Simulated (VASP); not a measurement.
**C: single point with PBE+D3(BJ)**

Crystal: C.

```
C
1.0
     1.23250    0.71158    3.36139
    -1.23250    0.71158    3.36139
     0.00000   -1.42317    3.36139
C
2
Direct
  0.17949 0.17949 0.14787
  0.82051 0.82051 0.85213
```

This cell differs from its parent crystal: mode 4 frozen in at +0.024 Å and mode 6 at +0.045 Å (largest displacements).

| Item | Value |
| --- | --- |
| Program | VASP 6.6.1 |
| Task | single point |
| Functional | PBE |
| Dispersion | D3(BJ) |
| Potentials or basis | VASP PAW PBE potentials, release 64 (C) |
| Cutoff | 520 eV |
| k mesh | 15 × 15 × 15 |
| Occupations | gaussian, width 0.05 eV |
| Spin | no spin polarisation |

```json
{"Pressure": "3.6 GPa", "Largest force": "4.348 eV/Å", "Band gap on the k mesh": "0.47 eV, direct", "Dispersion energy per atom": "-0.156 eV"}
```

Forces in eV/Å, atoms in the order of the input:
```
C    0.000 -4.285 -0.737
C    0.000  4.285  0.737
```

Stress tensor (GPa, compression positive):
```
14.05  0.00  0.00
 0.00 -3.11 -1.78
 0.00 -1.78 -0.18
```

Levels at points of the mesh, in eV from the valence-band top:
| k point | band 1 | band 2 | band 3 | band 4 | band 5 | band 6 | band 7 | band 8 |
| --- | --- | --- | --- | --- | --- | --- | --- | --- |
| (0.00, 0.00, 0.00) | -19.38 | -6.30 | -4.02 | -1.28 | 4.51 | 6.89 | 10.45 | 11.74 |

It took 2.5 min on 1 thread of Intel(R) Xeon(R) Platinum 8488C (Sapphire Rapids) (shared host), peak memory 0.28 GiB.

Caveat: the cell differs from its parent crystal (mode 4 frozen in at +0.024 Å and mode 6 at +0.045 Å (largest displacements)); forces of over 1 eV/Å act on the atoms, so gaps and moduli don't describe the material at rest. A k mesh can miss the band edges.
